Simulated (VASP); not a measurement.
Write the native input for VASP 6.6.1 that does the following.

| Quantity | Value |
| --- | --- |
| Task | single point |
| Functional | r2SCAN |
| Potentials or basis | VASP PAW PBE potentials, release 64 (Sn_d, O) |
| Cutoff | 520 eV |
| k mesh | 6 × 6 × 8 |
| Occupations | gaussian, width 0.05 eV |
| Spin | no spin polarisation |
| Dipole correction | no |
| Further INCAR settings | ALGO = Normal; EDIFF = 1e-06; NBANDS = 35 |

The system is SnO2.

```xyz
6
Lattice="4.7598 0.0000 0.0000 0.0000 4.7601 0.0000 0.0000 0.0000 3.2007" Properties=species:S:1:pos:R:3 pbc="T T T"
Sn    2.4683    2.2916    1.6004
Sn    0.0884   -0.0884    0.0000
O     1.4558    1.4564    0.0000
O     3.8358    0.9237    1.6004
O     0.9241    3.8364    1.6004
O     3.3040    3.3037    0.0000
```

This cell differs from its parent crystal: all Sn atoms moved +0.125 Å, as atom 1 towards its neighbour atom 4 (O) at 2.059 Å.

The input as run:

POSCAR

```
SnO2
1.0
    4.7598181028      0.0000000000      0.0000000000
    0.0000000000      4.7600576175      0.0000000000
    0.0000000000      0.0000000000      3.2007107555
Sn O
2 4
Direct
    0.5185663129      0.4814278677      0.5000000000
    0.0185663129     -0.0185721323      0.0000000000
    0.3058623572      0.3059582262      0.0000000000
    0.8058623572      0.1940417738      0.5000000000
    0.1941376428      0.8059582262      0.5000000000
    0.6941376428      0.6940417738      0.0000000000
```

INCAR.step1

```
PREC     = Accurate       # precision mode
ENCUT    = 520            # plane-wave cutoff, eV
ISMEAR   = 0              # smearing method
SIGMA    = 0.05           # smearing width, eV
LREAL    = False          # projectors in reciprocal space
LASPH    = True           # aspherical terms in the spheres
NELM     = 80             # most SCF steps
NBANDS   = 35             # bands
GGA      = PE             # functional
ALGO     = Normal         # electronic algorithm
EDIFF    = 1E-4           # SCF threshold, eV
LWAVE    = True           # write WAVECAR
LCHARG   = False          # write CHGCAR
```

INCAR.step2

```
PREC     = Accurate       # precision mode
ENCUT    = 520            # plane-wave cutoff, eV
EDIFF    = 1E-6           # SCF threshold, eV
ISMEAR   = 0              # smearing method
SIGMA    = 0.05           # smearing width, eV
LREAL    = False          # projectors in reciprocal space
LASPH    = True           # aspherical terms in the spheres
NELM     = 80             # most SCF steps
ALGO     = Normal         # electronic algorithm
ISIF     = 2              # what is computed and relaxed
LWAVE    = False          # write WAVECAR
LCHARG   = True           # write CHGCAR
METAGGA  = R2SCAN         # meta-GGA
LMIXTAU  = True         
LELF     = True           # ELF
LVHAR    = True         
NBANDS   = 35             # bands
ISTART   = 1
```

KPOINTS

```
regular mesh
0
Gamma
  6 6 8
```

Potentials or basis: VASP PAW PBE potentials, release 64 (Sn_d, O).

Run with:

```sh
$ cat potpaw_PBE.64/Sn_d/POTCAR potpaw_PBE.64/O/POTCAR > POTCAR
$ cp INCAR.step1 INCAR
$ mpirun -np 1 vasp_std > vasp.out
$ cp INCAR.step2 INCAR
$ mpirun -np 1 vasp_std > vasp.out
```

Results of the run:

```yaml
Pressure: 2.9 GPa
Largest_force: 2.305 eV/Å
Band_gap_on_the_k_mesh: 1.81 eV, direct
```

Caveat: the cell differs from its parent crystal (all Sn atoms moved +0.125 Å, as atom 1 towards its neighbour atom 4 (O) at 2.059 Å); the PAW data sets were made with another functional, which shifts forces and pressure a little; spin-orbit coupling is left out, which moves the levels of the heavy elements.

Run time: 15 min on 1 thread of Oxide Virtual Turin-like Processor, on a shared host, peak memory 0.29 GiB.
